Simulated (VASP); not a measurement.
# Te in VASP: single point with PBE

Aim: the single point of Te with PBE.

Everything below comes from runs of VASP 6.6.1. Logs are shortened: lines on timing, memory, paths and dates and some standing lists are left out, and cuts for length are marked.

### Step 1. The cell of the first run

The cell holds a sublattice, 1 atom: a = 4.571 Å, b = 4.571 Å, c = 4.571 Å, α = 60.00°, β = 60.00°, γ = 60.00°.

### Step 2. Single point, PBE

File INCAR:

```
PREC = Accurate
ENCUT = 400
EDIFF = 1E-6
ISMEAR = 0
SIGMA = 0.1
LREAL = F
LASPH = T
NELM = 120
ALGO = Normal
ISIF = 2
LWAVE = F
LCHARG = F
GGA = PE
NBANDS = 9
GGA_COMPAT = F
```

File KPOINTS:

```
Automatic mesh
0
Gamma
  8 8 8
```

File POSCAR:

```
Te
1.0
    0.0000000000      3.2319988239      3.2319988239
    3.2319988239      0.0000000000      3.2319988239
    3.2319988239      3.2319988239      0.0000000000
Te
1
Direct
    0.7500000000      0.7500000000      0.7500000000
```

Potentials or basis: VASP PAW PBE potentials, release 64 (Te).

Launch:

```console
$ cat potpaw_PBE.64/Te/POTCAR > POTCAR
$ mpirun -np 1 vasp_std > vasp.out
```

OUTCAR:

```text
PREC = Accurate
   ENCUT = 400
   EDIFF = 1E-6
   ISMEAR = 0
   LREAL = F
   LASPH = T
   NELM = 120
   ISIF = 2
   GGA = PE

 ion  position               nearest neighbor table
   1  0.750  0.750  0.750-

  LATTYP: Found a face centered cubic cell.
 ALAT       =     6.4639976478

  Lattice vectors:

 A1 = (   0.0000000000,   3.2319988239,   3.2319988239)
 A2 = (   3.2319988239,   0.0000000000,   3.2319988239)
 A3 = (   3.2319988239,   3.2319988239,   0.0000000000)

Analysis of symmetry for initial positions (statically):
=====================================================================
 Subroutine PRICEL returns:
 Original cell was already a primitive cell.

 Routine SETGRP: Setting up the symmetry group for a
 face centered cubic supercell.

 Subroutine GETGRP returns: Found 48 space group operations
 (whereof 24 operations were pure point group operations)
 out of a pool of 48 trial point group operations.

The static configuration has the point symmetry T_d .
 The point group associated with its full space group is O_h .

Analysis of symmetry for dynamics (positions and initial velocities):
=====================================================================
 Subroutine PRICEL returns:
 Original cell was already a primitive cell.

 Routine SETGRP: Setting up the symmetry group for a
 face centered cubic supercell.

 Subroutine GETGRP returns: Found 48 space group operations
 (whereof 24 operations were pure point group operations)
 out of a pool of 48 trial point group operations.

The dynamic configuration has the point symmetry T_d .
 The point group associated with its full space group is O_h .

 Subroutine INISYM returns: Found 48 space group operations
 (whereof 24 operations are pure point group operations),
 and found     1 'primitive' translations

----------------------------------------------------------------------------------------

                                     Primitive cell

  volume of cell :      67.5217

  direct lattice vectors                    reciprocal lattice vectors
     0.000000000  3.231998824  3.231998824    -0.154703027  0.154703027  0.154703027
     3.231998824  0.000000000  3.231998824     0.154703027 -0.154703027  0.154703027
     3.231998824  3.231998824  0.000000000     0.154703027  0.154703027 -0.154703027

  length of vectors
     4.570736570  4.570736570  4.570736570     0.267953502  0.267953502  0.267953502

  position of ions in fractional coordinates (direct lattice)
     0.750000000  0.750000000  0.750000000
[... 81 lines left out ...]
   NFREE  =      0    steps in history (QN), initial steepest desc. (CG)
   ISIF   =      2    stress and relaxation
   ISYM   =      2    0-nonsym 1-usesym 2-fastsym
   POTIM  = 0.5000    time-step for ionic-motion
   TEBEG  =    0.0;   TEEND  =   0.0 temperature during run
   PSTRESS=    0.0 pullay stress
   NELECT =       6.0000    total number of electrons
   NUPDOWN=      -1.0000    fix difference up-down
   EMIN   =  10.00;   EMAX   =-10.00  energy-range for DOS
   EFERMI =   0.00;   METHOD = LEGACY
   ISMEAR =     0;   SIGMA  =   0.10  broadening in eV -4-tet -1-fermi 0-gaus
   EFERMI_NEDOS =   21; number of points for ismear=-14 and -15
   IALGO  =     38    algorithm
   IMIX   =      4    mixing-type and parameters
     AMIX     =   0.40;   BMIX     =  1.00
     AMIX_MAG =   1.60;   BMIX_MAG =  1.00
  volume/ion in A,a.u.               =      67.52       455.66
  Fermi-wavevector in a.u.,A,eV,Ry     =   0.730540  1.380521  7.261277  0.533689
  Thomas-Fermi vector in A             =   1.822535
   LORBIT       =      0    0 simple, 1 ext, 2 COOP (PROOUT), +10 PAW based schemes
   GGA     = PE    functional components
   LHFCALC =     F    Hartree Fock is set to
   AEXX    =    0.0000 exact exchange contribution
   IVDW    =     0    specifies the selected vdW correction
   LEPSILON=     F    determine dielectric tensor
   LRPA    =     F    only Hartree local field effects (RPA)
 non-spin polarized calculation
 Gauss-broadening in eV      SIGMA  =   0.10
  energy-cutoff  :      400.00
  volume of cell :       67.52
 maximum number of plane-waves:      1243
 NGX is ok and might be reduce to    30
   NGX = 15   NGY = 15   NGZ = 15

 number of electron       5.9999998 magnetization

 Free energy of the ion-electron system (eV)
  ---------------------------------------------------
  ext. energy  EPLUGINS =         0.00000000
  ---------------------------------------------------
  free energy    TOTEN  =        -1.21078829 eV

  energy without entropy =       -1.18722528  energy(sigma->0) =       -1.19900679

 E-fermi :  -0.4423     XC(G=0):  -6.5382

 val. band max:       -0.4608197422   @ k =  -0.3750   0.1250   0.0000
 cond. band min:      -0.4214876350   @ k =   0.5000   0.2500   0.0000
 fundamental gap:      0.0393321072
 Fermi energy:        -0.4422836371

 k-point     1 :       0.0000    0.0000    0.0000
  band No.  band energies     occupation
      1     -10.4396      2.00000
      2       0.1225      0.00000
      3       0.1225      0.00000
      4       0.1225      0.00000
      5       4.2832      0.00000
      6       8.1208      0.00000
      7       8.1208      0.00000
      8       8.1208      0.00000
      9      10.1581      0.00000
[... 265 lines left out ...]
 k-point    24 :      -0.3750    0.2500    0.1250
  band No.  band energies     occupation
      1     -10.0273      2.00000
      2      -1.8313      2.00000
      3      -0.8313      2.00000
      4      -0.3640      0.26840
      5       6.4097      0.00000
      6       6.5781      0.00000
      7       8.4656      0.00000
      8       8.7220      0.00000
      9      10.8556      0.00000

 [... further k-points ...]

------------------------ aborting loop because EDIFF is reached ----------------------------------------

  FORCE on cell =-STRESS in cart. coord.  units (eV):
  Direction    XX          YY          ZZ          XY          YZ          ZX
  --------------------------------------------------------------------------------------
  -------------------------------------------------------------------------------------
  Total       -1.8946845     -1.8946845     -1.8946845      0.0000000      0.0000000      0.0000000
  in kB      -44.9576812    -44.9576812    -44.9576812      0.0000000      0.0000000      0.0000000
  external PRESSURE =     -44.9576812 kB  Pullay stress =       0.0000000 kB

 VOLUME and BASIS-vectors are now :
 -----------------------------------------------------------------------------
  energy-cutoff  :      400.00
  volume of cell :       67.52
      direct lattice vectors                 reciprocal lattice vectors
     0.000000000  3.231998824  3.231998824    -0.154703027  0.154703027  0.154703027
     3.231998824  0.000000000  3.231998824     0.154703027 -0.154703027  0.154703027
     3.231998824  3.231998824  0.000000000     0.154703027  0.154703027 -0.154703027

 POSITION                                       TOTAL-FORCE (eV/Angst)
 -----------------------------------------------------------------------------------
      4.84800      4.84800      4.84800        -0.000000      0.000000     -0.000000
 -----------------------------------------------------------------------------------
    total drift:                                0.000000      0.000000     -0.000000

  FREE ENERGIE OF THE ION-ELECTRON SYSTEM (eV)
  ---------------------------------------------------
  free  energy   TOTEN  =        -1.2107882905 eV

  energy  without entropy=       -1.1872252806  energy(sigma->0) =       -1.19900679
```

stdout:

```text
POSCAR found type information on POSCAR Te
 POSCAR found :  1 types and       1 ions
 scaLAPACK will be used
 LDA part: xc-table for (Slater+PW92), standard interpolation
 POSCAR, INCAR and KPOINTS ok, starting setup
 FFT: planning ... GRIDC
 FFT: planning ... GRID_SOFT
 FFT: planning ... GRID
 WAVECAR not read
 entering main loop
```

Wall time 9.7 s (1 thread of Intel Xeon Platinum 8259CL at 2.50GHz (Skylake/Cascade Lake), shared host); peak memory 0.16 GiB.

Results:

```yaml
Free_energy: -1.2108 eV
Pressure: -4.5 GPa
Band_gap_on_the_k_mesh: zero (bands 3 and 4 overlap by 0.92 eV)
```

Levels at points of the mesh, in eV from the Fermi level:
| k point | band 1 | band 2 | band 3 | band 4 | band 5 | band 6 | band 7 |
| --- | --- | --- | --- | --- | --- | --- | --- |
| (0.00, 0.00, 0.00) | -10.00 | 0.56 | 0.56 | 0.56 | 4.73 | 8.56 | 8.56 |
| (0.50, 0.00, 0.00) | -9.64 | -1.65 | 0.30 | 0.30 | 5.80 | 8.24 | 8.24 |
| (0.50, 0.50, 0.00) | -9.53 | -1.46 | -0.22 | -0.22 | 5.33 | 6.06 | 10.86 |

Caveat: spin-orbit coupling is left out, which moves the levels of the heavy elements.

The gap in the log of VASP goes by the Fermi energy; the results here count the filled bands.